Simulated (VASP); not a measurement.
# Ti4BeP: single point with PBE

Ti4BeP:

```xyz
6
Lattice="4.4174 0.0000 0.0000 0.0000 4.4174 0.0000 0.0000 0.0000 6.6710" Properties=species:S:1:pos:R:3 pbc="T T T"
Ti    2.2087    0.0000    0.0000
Ti    0.0000    2.2087    0.0000
Ti    0.0000    0.0000    2.3476
Ti    0.0000    0.0000    4.3234
Be    2.2087    2.2087    3.3355
P     0.0000    0.0000    0.0000
```

```json
{"Program": "VASP 6.6.1", "Task": "single point", "Functional": "PBE", "Potentials or basis": "VASP PAW PBE potentials, release 64 (Ti_sv, Be, P)", "Cutoff": "520 eV", "k mesh": "8 × 8 × 6", "Occupations": "gaussian, width 0.1 eV", "Spin": "no spin polarisation"}
```

| Item | Value |
| --- | --- |
| Pressure | 0.3 GPa |
| Largest force | 0.511 eV/Å |
| Band gap on the k mesh | zero (an odd number of electrons rules out a gap without spin polarisation) |

Forces in eV/Å, atoms in the order of the input:
```
Ti   0.000  0.000  0.000
Ti   0.000  0.000  0.000
Ti   0.000  0.000 -0.511
Ti   0.000  0.000  0.511
Be   0.000  0.000  0.000
P    0.000  0.000  0.000
```

Stress tensor (GPa, compression positive):
```
-0.07  0.00  0.00
 0.00 -0.07  0.00
 0.00  0.00  1.08
```

Levels at points of the mesh, in eV from the Fermi level:
```
           k point  band 24  band 25  band 26  band 27  band 28  band 29  band 30  band 31  band 32  band 33
(0.00, 0.00, 0.00)    -0.86    -0.86    -0.57    -0.23    -0.20    -0.20    -0.06     0.86     0.89     1.09
(0.50, 0.00, 0.00)    -0.79    -0.66    -0.49    -0.29    -0.08     0.04     0.41     0.81     0.89     1.29
(0.50, 0.50, 0.00)    -0.84    -0.42    -0.42     0.08     0.54     0.54     0.86     0.86     1.12     1.22
(0.00, 0.00, 0.50)    -1.58    -1.45    -0.52    -0.17     0.07     0.07     0.50     0.77     0.86     1.63
(0.50, 0.00, 0.50)    -1.29    -1.11    -0.37    -0.27    -0.25     0.35     0.51     0.71     1.18     1.36
(0.50, 0.50, 0.50)    -0.58    -0.30    -0.30     0.05     0.12     0.12     0.55     0.55     0.55     0.78
```

Run time: 3.1 min on 1 thread of Intel(R) Xeon(R) Platinum 8488C (Sapphire Rapids), with other jobs on the host, peak memory 0.39 GiB.

Caveat: atoms lie so close that the PAW spheres overlap strongly, which falsifies energies and pressures.
